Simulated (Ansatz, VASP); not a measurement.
**Ni in VASP and in Ansatz**

The input INCAR:

```
SYSTEM = Ni
PREC = Accurate
ENCUT = 520
EDIFF = 1E-6
ISMEAR = -1
SIGMA = 0.05
LREAL = .False.
LASPH = .True.
NELM = 150
ALGO = Normal
ISIF = 2
LWAVE = .False.
LCHARG = .True.
ISPIN = 2
MAGMOM = 2
LORBIT = 11
NUPDOWN = 2.0
LMAXMIX = 4
GGA = PE
LELF = .True.
LVHAR = .True.
NBANDS = 15
```

KPOINTS

```
regular mesh
0
Gamma
  11 11 11
  0 0 0
```

Contents of POSCAR:

```
Ni
1.0
   -1.3837154700      1.3837154700      1.3837154700
    1.3837154700     -1.3837154700      1.3837154700
    1.3837154700      1.3837154700     -1.3837154700
Ni
1
Direct
    0.0000000000      0.0000000000      0.0000000000
```

input.yaml

```yaml
crystal:
  lattice:
    - [-1.38371547, 1.38371547, 1.38371547]
    - [1.38371547, -1.38371547, 1.38371547]
    - [1.38371547, 1.38371547, -1.38371547]
  atoms:
    - { symbol: Ni, position: [0.0, 0.0, 0.0], spin: 2.0 }
hamiltonian:
  xc: pbe
  pseudopotentials: { kind: paw }
magnetization:
  spin_polarized: true
  initial_magnetization: 2.0
  spin_locking: { lock_magnetization: hard }
kpoints:
  mp_grid: { grid: [11, 11, 11] }
scf:
  occupations: { method: fermi_dirac, width: 0.05 }
  lower_state_search: "off"
output:
  forces: true
  stress: true
  eigenvalues: true
```

Alike in both runs: task single point; functional PBE; k mesh 11 × 11 × 11; occupations fermi-dirac, width 0.05 eV; collinear spin; fixed moment 2 μB.

```csv
,VASP,Ansatz
version,VASP 6.6.1,Ansatz 0.2.0
potentials or method,"VASP PAW PBE potentials, release 64 (Ni)",Ansatz PAW
plane-wave cutoff (eV),520,420
valence electrons in the cell,10,18
```

|  | VASP | Ansatz | Ansatz less VASP |
| --- | --- | --- | --- |
| net moment per atom (μB) | 2.00 | 2.00 | 0.000 |
| size of the moment on the site where the two differ most (μB) | 1.89 | 1.78 | -0.107 |

Site moments also hang on the region over which each program counts them. With one functional, cell and mesh, what is left measures potentials, basis and numerics. VASP's potentials hold 10 valence electrons a cell and Ansatz's 18, so a difference there can come from the potentials and not from the codes.
